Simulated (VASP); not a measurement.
C: single point with PBEsol

Crystal: C.

```
CELL_PARAMETERS angstrom
1.22835 0.70919 9.76603
-1.22835 0.70919 9.76603
0.00000 -1.41838 9.76603
ATOMIC_POSITIONS crystal
C 0.02482 0.02482 0.02482
C 0.97518 0.97518 0.97518
C 0.10869 0.10869 0.10869
C 0.89131 0.89131 0.89131
C 0.15837 0.15837 0.15837
C 0.84163 0.84163 0.84163
C 0.37486 0.37486 0.37486
C 0.62514 0.62514 0.62514
C 0.42532 0.42532 0.42532
C 0.57468 0.57468 0.57468
```

* Program: VASP 6.6.1
* Task: single point
* Functional: PBEsol
* Potentials or basis: VASP PAW PBE potentials, release 64 (C)
* Cutoff: 520 eV
* k mesh: 12 × 12 × 12
* Occupations: gaussian, width 0.05 eV
* Spin: no spin polarisation

```yaml
Pressure: 53.6 GPa
Largest_force: 0.478 eV/Å
Band_gap_on_the_k_mesh: 4.19 eV (least direct gap 5.11 eV)
```

Forces on the atoms (eV/Å):
```
C    0.000  0.000  0.350
C    0.000  0.000 -0.350
C    0.000  0.000 -0.339
C    0.000  0.000  0.339
C    0.000  0.000  0.478
C    0.000  0.000 -0.478
C    0.000  0.000 -0.364
C    0.000  0.000  0.364
C    0.000  0.000  0.368
C    0.000  0.000 -0.368
```

Stress tensor (GPa, compression positive):
```
35.15  0.00  0.00
 0.00 35.15  0.00
 0.00  0.00 90.50
```

Levels at points of the mesh, in eV from the valence-band top:
```tsv
k point	band 16	band 17	band 18	band 19	band 20	band 21	band 22	band 23	band 24	band 25
(0.00, 0.00, 0.00)	-1.66	-1.66	-0.24	0.00	0.00	5.11	5.11	6.52	6.81	6.81
(0.50, 0.00, 0.00)	-5.19	-5.04	-4.98	-3.88	-3.09	4.44	4.45	6.50	6.56	6.99
(0.50, 0.50, 0.00)	-6.13	-4.54	-4.46	-3.72	-3.70	4.19	5.24	5.27	6.16	7.76
(0.50, 0.50, 0.50)	-1.79	-0.62	-0.62	-0.56	-0.56	5.73	5.73	5.87	5.87	7.05
```

It took 58 min on 1 thread of Intel(R) Xeon(R) Platinum 8259CL CPU @ 2.50GHz (Skylake/Cascade Lake), with other jobs on the host, peak memory 0.94 GiB.

Caveat: the cell stands under pressure; the PAW data sets were made with another functional, which shifts forces and pressure a little. PBEsol gaps usually lie below the measured ones, often by a third to a half.
